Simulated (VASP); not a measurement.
# TiAl (P-6m2) in VASP: notebook

Runs on TiAl. Level: PBE. Tasks: single point.

Program: VASP 6.6.1. These are calculated values, not measurements. Logs are shortened: lines on timing, memory, paths and dates and some standing lists are left out, and cuts for length are marked.

## 1. The cell of the first run

It takes space group P-6m2 (No. 187, hexagonal). Conventional cell: a = 2.867 Å, b = 2.867 Å, c = 4.678 Å, α = 90.00°, β = 90.00°, γ = 120.00°. Within 3.8 Å of Ti (site symmetry -6m2) lie 6 Al at 2.87 Å and 6 Ti at 2.87 Å. Al (site symmetry -6m2) has 6 Ti at 2.87 Å and 6 Al at 2.87 Å within 3.8 Å.

## 2. Single point, PBE

File INCAR:

```
PREC = Accurate
ENCUT = 520
EDIFF = 1E-6
ISMEAR = 0
SIGMA = 0.15
LREAL = False
LASPH = True
NELM = 60
ALGO = Fast
ISIF = 2
LWAVE = False
LCHARG = True
GGA = PE
LELF = True
LVHAR = True
NBANDS = 14
```

File KPOINTS:

```
Automatic mesh
0
Gamma
  21 21 12
```

File POSCAR:

```
TiAl
1.0
    2.8672622327      0.0000000000      0.0000000000
   -1.4336311163      2.4831219328      0.0000000000
    0.0000000000      0.0000000000      4.6780830000
Ti Al
1 1
Direct
    0.0000000000      0.0000000000      0.0000000000
    0.3333333333      0.6666666667      0.5000000000
```

Potentials or basis: VASP PAW PBE potentials, release 64 (Ti_sv, Al).

On the command line:

```bash
$ cat potpaw_PBE.64/Ti_sv/POTCAR potpaw_PBE.64/Al/POTCAR > POTCAR
$ mpirun -np 1 vasp_std > vasp.out
```

OUTCAR:

```text
PREC = Accurate
   ENCUT = 520
   EDIFF = 1E-6
   ISMEAR = 0
   LREAL = False
   LASPH = True
   NELM = 60
   ISIF = 2
   GGA = PE

 ion  position               nearest neighbor table
   1  0.000  0.000  0.000-   2 2.87   2 2.87   2 2.87   2 2.87   2 2.87   2 2.87
   2  0.333  0.667  0.500-   1 2.87   1 2.87   1 2.87   1 2.87   1 2.87   1 2.87

  LATTYP: Found a hexagonal cell.
 ALAT       =     2.8672622327
 C/A-ratio  =     1.6315504549

  Lattice vectors:

 A1 = (   2.8672622327,   0.0000000000,   0.0000000000)
 A2 = (  -1.4336311163,   2.4831219328,   0.0000000000)
 A3 = (   0.0000000000,   0.0000000000,   4.6780830000)

Analysis of symmetry for initial positions (statically):
=====================================================================
 Subroutine PRICEL returns:
 Original cell was already a primitive cell.

 Routine SETGRP: Setting up the symmetry group for a
 hexagonal supercell.

 Subroutine GETGRP returns: Found 12 space group operations
 (whereof 12 operations were pure point group operations)
 out of a pool of 24 trial point group operations.

The static configuration has the point symmetry D_3h.

Analysis of symmetry for dynamics (positions and initial velocities):
=====================================================================
 Subroutine PRICEL returns:
 Original cell was already a primitive cell.

 Routine SETGRP: Setting up the symmetry group for a
 hexagonal supercell.

 Subroutine GETGRP returns: Found 12 space group operations
 (whereof 12 operations were pure point group operations)
 out of a pool of 24 trial point group operations.

The dynamic configuration has the point symmetry D_3h.

 Subroutine INISYM returns: Found 12 space group operations
 (whereof 12 operations are pure point group operations),
 and found     1 'primitive' translations

----------------------------------------------------------------------------------------

                                     Primitive cell

  volume of cell :      33.3068

  direct lattice vectors                    reciprocal lattice vectors
     2.867262233  0.000000000  0.000000000     0.348764751  0.201359423  0.000000000
    -1.433631116  2.483121933  0.000000000     0.000000000  0.402718846  0.000000000
     0.000000000  0.000000000  4.678083000     0.000000000  0.000000000  0.213762774

  length of vectors
     2.867262233  2.867262233  4.678083000     0.402718846  0.402718846  0.213762774

  position of ions in fractional coordinates (direct lattice)
     0.000000000  0.000000000  0.000000000
     0.333333333  0.666666667  0.500000000

  ion indices of the primitive-cell ions
   primitive index   ion index
                 1           1
                 2           2

----------------------------------------------------------------------------------------

 KPOINTS: Automatic mesh

Automatic generation of k-mesh.
 Grid dimensions read from file:
 generate k-points for:   21   21   12

 Generating k-lattice:

  Cartesian coordinates                     Fractional coordinates (reciprocal lattice)
     0.016607845  0.009588544  0.000000000     0.047619048  0.000000000  0.000000000
     0.000000000  0.019177088  0.000000000     0.000000000  0.047619048  0.000000000
     0.000000000  0.000000000  0.017813565     0.000000000  0.000000000  0.083333333

  Length of vectors
     0.019177088  0.019177088  0.017813565

  Shift w.r.t. Gamma in fractional coordinates (k-lattice)
     0.000000000  0.000000000  0.000000000

 Subroutine IBZKPT returns following result:
 ===========================================

 Found    336 irreducible k-points:

 Following reciprocal coordinates:
            Coordinates               Weight
  0.000000  0.000000  0.000000      1.000000
  0.047619  0.000000  0.000000      6.000000
  0.095238 -0.000000  0.000000      6.000000
  0.142857  0.000000  0.000000      6.000000
  0.190476 -0.000000  0.000000      6.000000
  0.238095  0.000000  0.000000      6.000000
[... 16 lines left out ...]
  0.142857  0.095238  0.000000     12.000000
  0.190476  0.095238  0.000000     12.000000
 [... further k-points ...]
   k-points           NKPTS =    336   k-points in BZ     NKDIM =    336   number of bands    NBANDS=     14
   number of dos      NEDOS =    301   number of ions     NIONS =      2
   total plane-waves  NPLWV =  20736
   dimension x,y,z NGX =    24 NGY =   24 NGZ =   36
   dimension x,y,z NGXF=    48 NGYF=   48 NGZF=   72
   ions per type =               1   1
   NGX,Y,Z   is equivalent  to a cutoff of  13.92, 13.92, 12.79 a.u.
   NGXF,Y,Z  is equivalent  to a cutoff of  27.83, 27.83, 25.59 a.u.
 SYSTEM =  unknown system
   PREC   = accura    normal or accurate (medium, high low for compatibility)
   ISTART =      0    job   : 0-new  1-cont  2-samecut
   ICHARG =      2    charge: 1-file 2-atom 10-const
   ISPIN  =      1    spin polarized calculation?
   LNONCOLLINEAR =      F non collinear calculations
   LSORBIT =      F    spin-orbit coupling
   LASPH  =      T    aspherical Exc in radial PAW
   ENCUT  =  520.0 eV  38.22 Ry    6.18 a.u.   5.33  5.33  8.70*2*pi/ulx,y,z
   NELM   =     60;   NELMIN=  2; NELMDL= -5     # of ELM steps
   EDIFF  = 0.1E-05   stopping-criterion for ELM
   LREAL  =      F    real-space projection
   EDIFFG = 0.1E-04   stopping-criterion for IOM
   NSW    =      0    number of steps for IOM
   IBRION =     -1    ionic relax: 0-MD 1-quasi-New 2-CG
   NFREE  =      0    steps in history (QN), initial steepest desc. (CG)
   ISIF   =      2    stress and relaxation
   ISYM   =      2    0-nonsym 1-usesym 2-fastsym
   POTIM  = 0.5000    time-step for ionic-motion
   TEBEG  =    0.0;   TEEND  =   0.0 temperature during run
   PSTRESS=    0.0 pullay stress
   NELECT =      15.0000    total number of electrons
   NUPDOWN=      -1.0000    fix difference up-down
   EMIN   =  10.00;   EMAX   =-10.00  energy-range for DOS
   EFERMI =   0.00;   METHOD = LEGACY
   ISMEAR =     0;   SIGMA  =   0.15  broadening in eV -4-tet -1-fermi 0-gaus
   EFERMI_NEDOS =   21; number of points for ismear=-14 and -15
   IALGO  =     68    algorithm
   IMIX   =      4    mixing-type and parameters
     AMIX     =   0.40;   BMIX     =  1.00
     AMIX_MAG =   1.60;   BMIX_MAG =  1.00
  volume/ion in A,a.u.               =      16.65       112.38
  Fermi-wavevector in a.u.,A,eV,Ry     =   1.254857  2.371335 21.424622  1.574665
  Thomas-Fermi vector in A             =   2.388641
   LORBIT       =      0    0 simple, 1 ext, 2 COOP (PROOUT), +10 PAW based schemes
   GGA     = PE    functional components
   LHFCALC =     F    Hartree Fock is set to
   AEXX    =    0.0000 exact exchange contribution
   IVDW    =     0    specifies the selected vdW correction
   LEPSILON=     F    determine dielectric tensor
   LRPA    =     F    only Hartree local field effects (RPA)
 non-spin polarized calculation
 RMM-DIIS sequential band-by-band and
 Gauss-broadening in eV      SIGMA  =   0.15
  energy-cutoff  :      520.00
  volume of cell :       33.31
 maximum number of plane-waves:       917
 NGX is ok and might be reduce to    24
   NGX = 11   NGY = 11   NGZ = 17

 number of electron      15.0000001 magnetization

 Free energy of the ion-electron system (eV)
  ---------------------------------------------------
  ext. energy  EPLUGINS =         0.00000000
  ---------------------------------------------------
  free energy    TOTEN  =       -12.09579834 eV

  energy without entropy =      -12.06670753  energy(sigma->0) =      -12.08125293

 E-fermi :   7.8696     XC(G=0): -10.9322

 val. band max:        7.8695930142   @ k =   0.1905   0.1905   0.2500
 cond. band min:       7.8697228712   @ k =   0.3810   0.0952   0.4167
 fundamental gap:      0.0001298570
 Fermi energy:         7.8695996698

 k-point     1 :       0.0000    0.0000    0.0000
  band No.  band energies     occupation
      1     -48.6648      2.00000
      2     -24.9841      2.00000
      3     -24.5665      2.00000
      4     -24.5665      2.00000
      5      -1.0666      2.00000
      6       5.5687      2.00000
      7       6.0276      2.00000
      8       9.1430      0.00000
      9       9.1430      0.00000
     10      10.6309      0.00000
     11      10.6309      0.00000
     12      11.7564      0.00000
     13      20.7596      0.00000
     14      20.7596      0.00000

 k-point     2 :       0.0476    0.0000    0.0000
  band No.  band energies     occupation
      1     -48.6627      2.00000
      2     -24.9820      2.00000
      3     -24.5797      2.00000
      4     -24.5695      2.00000
      5      -1.0101      2.00000
      6       5.6307      2.00000
      7       6.0352      2.00000
      8       9.0879      0.00000
      9       9.1889      0.00000
     10      10.6152      0.00000
     11      10.6428      0.00000
     12      11.7698      0.00000
     13      19.6956      0.00000
     14      20.1225      0.00000

 k-point     3 :       0.0952   -0.0000    0.0000
  band No.  band energies     occupation
      1     -48.6567      2.00000
      2     -24.9760      2.00000
      3     -24.6178      2.00000
      4     -24.5781      2.00000
      5      -0.8414      2.00000
      6       5.8113      2.00000
      7       6.0571      2.00000
      8       8.9335      0.00000
      9       9.3249      0.00000
     10      10.5696      0.00000
     11      10.6801      0.00000
     12      11.8081      0.00000
     13      18.1220      0.00000
     14      19.3151      0.00000
[... 324 lines left out ...]
 k-point    23 :       0.1429    0.0952    0.0000
  band No.  band energies     occupation
      1     -48.6301      2.00000
      2     -24.9497      2.00000
      3     -24.7750      2.00000
      4     -24.6230      2.00000
      5      -0.0116      2.00000
      6       6.1571      2.00000
      7       6.5896      2.00000
      8       8.3146      0.00003
      9       9.9811      0.00000
     10      10.2946      0.00000
     11      10.9712      0.00000
     12      11.9645      0.00000
     13      15.1198      0.00000
     14      16.1411      0.00000

 k-point    24 :       0.1905    0.0952    0.0000
  band No.  band energies     occupation
      1     -48.6170      2.00000
      2     -24.9367      2.00000
      3     -24.8503      2.00000
      4     -24.6460      2.00000
      5       0.4756      2.00000
      6       6.2106      2.00000
      7       6.9150      2.00000
      8       8.0780      0.04947
      9      10.1455      0.00000
     10      10.3041      0.00000
     11      11.1673      0.00000
     12      12.0227      0.00000
     13      13.8721      0.00000
     14      15.5811      0.00000

 [... further k-points ...]
[... 5 lines left out ...]
  --------------------------------------------------------------------------------------
  -------------------------------------------------------------------------------------
  Total        0.1225351      0.1225351     -0.1988231      0.0000000      0.0000000      0.0000000
  in kB        5.8943721      5.8943721     -9.5641002      0.0000000      0.0000000      0.0000000
  external PRESSURE =       0.7415480 kB  Pullay stress =       0.0000000 kB

 VOLUME and BASIS-vectors are now :
 -----------------------------------------------------------------------------
  energy-cutoff  :      520.00
  volume of cell :       33.31
      direct lattice vectors                 reciprocal lattice vectors
     2.867262233  0.000000000  0.000000000     0.348764751  0.201359423  0.000000000
    -1.433631116  2.483121933  0.000000000     0.000000000  0.402718846  0.000000000
     0.000000000  0.000000000  4.678083000     0.000000000  0.000000000  0.213762774

 POSITION                                       TOTAL-FORCE (eV/Angst)
 -----------------------------------------------------------------------------------
      0.00000      0.00000      0.00000        -0.000000     -0.000000      0.000000
     -0.00000      1.65541      2.33904         0.000000      0.000000      0.000000
 -----------------------------------------------------------------------------------
    total drift:                                0.000000     -0.000000      0.000000

  FREE ENERGIE OF THE ION-ELECTRON SYSTEM (eV)
  ---------------------------------------------------
  free  energy   TOTEN  =       -12.0957983396 eV

  energy  without entropy=      -12.0667075285  energy(sigma->0) =      -12.08125293
```

It took 5.4 min on 1 thread of Intel Xeon Platinum 8259CL at 2.50GHz (Skylake/Cascade Lake), shared host; peak memory 0.28 GiB.

What came out:

- Free energy: -12.0958 eV
- Pressure: 0.1 GPa
- Band gap on the k mesh: zero (an odd number of electrons rules out a gap without spin polarisation)

Stress tensor (GPa, compression positive):
```
 0.59  0.00  0.00
 0.00  0.59  0.00
 0.00  0.00 -0.96
```

## 3. Single point, PBE

File INCAR:

```
  PREC = Accurate
  ENCUT = 520
  EDIFF = 1E-7
  ISMEAR = 0
  SIGMA = 0.15
  LREAL = False
  LASPH = True
  NELM = 80
  ALGO = Normal
  ISIF = 2
  LWAVE = False
  LCHARG = True
  GGA = PE
  LELF = True
  LVHAR = True
  NBANDS = 14
```

File KPOINTS:

```
regular mesh
0
Gamma
  21 21 10
```

POSCAR is that of step 2.

Potentials or basis: VASP PAW PBE potentials, release 64 (Ti_sv, Al).

On the command line:

```bash
$ cat potpaw_PBE.64/Ti_sv/POTCAR potpaw_PBE.64/Al/POTCAR > POTCAR
$ mpirun -np 1 vasp_std > vasp.out
```

It took 2.2 min on 1 thread of Intel Xeon Platinum 8259CL at 2.50GHz (Skylake/Cascade Lake), shared host; peak memory 0.27 GiB.

The run converged. Its results:

- Free energy: -12.0961 eV
- Pressure: 0.2 GPa
- Band gap on the k mesh: zero (an odd number of electrons rules out a gap without spin polarisation)

Stress tensor (GPa, compression positive):
```
 0.71  0.00  0.00
 0.00  0.71  0.00
 0.00  0.00 -0.88
```

Levels at points of the mesh, in eV from the Fermi level:
```tsv
k point	band 4	band 5	band 6	band 7	band 8	band 9	band 10	band 11
(0.00, 0.00, 0.00)	-32.43	-8.94	-2.30	-1.84	1.27	1.27	2.76	2.76
(0.00, 0.00, 0.50)	-32.43	-8.05	-5.28	-0.44	1.29	1.29	2.69	2.69
```
